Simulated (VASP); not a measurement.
Li, 1 atom in the cell. The structure is hexagonal, space group P6/mmm (No. 191). Conventional cell: a = 2.480 Å, b = 2.480 Å, c = 2.259 Å, α = 90.00°, β = 90.00°, γ = 120.00°. Within 3.0 Å of Li (site symmetry 6/mmm) lie 8 Li at 2.26 to 2.48 Å. 

```yaml
Program: VASP 6.6.1
Task: relaxation of cell and atoms
Functional: PBE
Potentials_or_basis: VASP PAW PBE potentials, release 64 (Li_sv)
Cutoff: 600 eV
k_mesh: 18 × 18 × 16
Occupations: fermi-dirac, width 0.08 eV
Spin: no spin polarisation
Target_pressure: 16 GPa
Dipole_correction: no
Further_INCAR_settings: ALGO = Normal; EDIFF = 1e-06; IBRION = 2; EDIFFG = -0.005; NSW = 32; ISIF = 3
```

Potentials or basis: VASP PAW PBE potentials, release 64 (Li_sv).

Command:

```sh
$ cat potpaw_PBE.64/Li_sv/POTCAR > POTCAR
$ mpirun -np 1 vasp_std > vasp.out
```

Hardware: 1 thread of Intel(R) Xeon(R) 6975P-C (Granite Rapids), with other jobs on the host.

Problem. How long does it take, and how much memory?

Solution. Run time: 11 s on 1 thread of Intel(R) Xeon(R) 6975P-C (Granite Rapids) (shared host), peak memory 0.12 GiB. Counts: scf iterations 19, k points 333, ion steps 3.
